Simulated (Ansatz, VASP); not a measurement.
# Two plane-wave programs on ReP4Ru

INCAR

```
  PREC = Accurate
  ENCUT = 600
  EDIFF = 1E-7
  ISMEAR = 0
  SIGMA = 0.1
  LREAL = F
  LASPH = T
  NELM = 80
  ALGO = Normal
  ISIF = 3
  LWAVE = F
  LCHARG = F
  GGA = PE
  IBRION = 2
  NSW = 100
  EDIFFG = -0.01
```

Contents of KPOINTS:

```
Automatic mesh
0
Gamma
  10 10 10
```

The input POSCAR:

```
ReP4Ru
1.0
    0.0000000000      3.4395002813      3.4395002813
    3.4395002813      0.0000000000      3.4395002813
    3.4395002813      3.4395002813      0.0000000000
Re P Ru
1 4 1
Direct
    0.0000000000      0.0000000000      0.0000000000
    0.6247047674      0.6247047674      0.1258856978
    0.6247047674      0.1258856978      0.6247047674
    0.1258856978      0.6247047674      0.6247047674
    0.6247047674      0.6247047674      0.6247047674
    0.2500000000      0.2500000000      0.2500000000
```

Input for Ansatz:

```yaml
crystal:
  lattice:
    - [0.0, 3.4395002813, 3.4395002813]
    - [3.4395002813, 0.0, 3.4395002813]
    - [3.4395002813, 3.4395002813, 0.0]
  atoms:
    - { symbol: Re, position: [0.0, 0.0, 0.0] }
    - { symbol: P, position: [0.6247047674, 0.6247047674, 0.1258856978] }
    - { symbol: P, position: [0.6247047674, 0.1258856978, 0.6247047674] }
    - { symbol: P, position: [0.1258856978, 0.6247047674, 0.6247047674] }
    - { symbol: P, position: [0.6247047674, 0.6247047674, 0.6247047674] }
    - { symbol: Ru, position: [0.25, 0.25, 0.25] }
basis:
  ecutwfc: 420
kpoints:
  mp_grid: { grid: [10, 10, 10] }
hamiltonian:
  xc: pbe
scf:
  occupations: { method: gaussian, width: 0.1 }
output:
  forces: true
  stress: true
  eigenvalues: true
relax:
  adjacent_minimum: "off"
  f_tol: 0.01
  max_steps: 80
  cell: { stress_tol: 0.05 }
```

Change from the starting cell: species swapped into the ScCu4Sn type (F-43m, No. 216).

Alike in both runs: task relaxation of cell and atoms; functional PBE; k mesh 10 × 10 × 10; occupations gaussian, width 0.1 eV; no spin polarisation.

|  | VASP | Ansatz |
| --- | --- | --- |
| version | VASP 6.6.1 | Ansatz 0.2.0 |
| potentials or method | VASP PAW PBE potentials, release 64 (Re, P, Ru_pv), cutoff 600 eV | scalar-relativistic, plane waves, PAW |
| valence electrons in the cell | 41 | 51 |

```tsv
	VASP	Ansatz	Ansatz less VASP
gap on the k mesh at the Fermi level, each at its own relaxed structure (eV)	none	none	-
relaxed volume (Å³/atom)	13.52	13.53	+0.007
relaxed length of the cell vector where the two differ most in proportion (Å)	4.860	4.860	+0.0009
```

A gap of «none» marks a metal or a gap that the smearing closes. VASP's potentials hold 41 valence electrons a cell and Ansatz's 51, so a difference there can come from the potentials and not from the codes.

Neither program's run includes spin-orbit coupling.
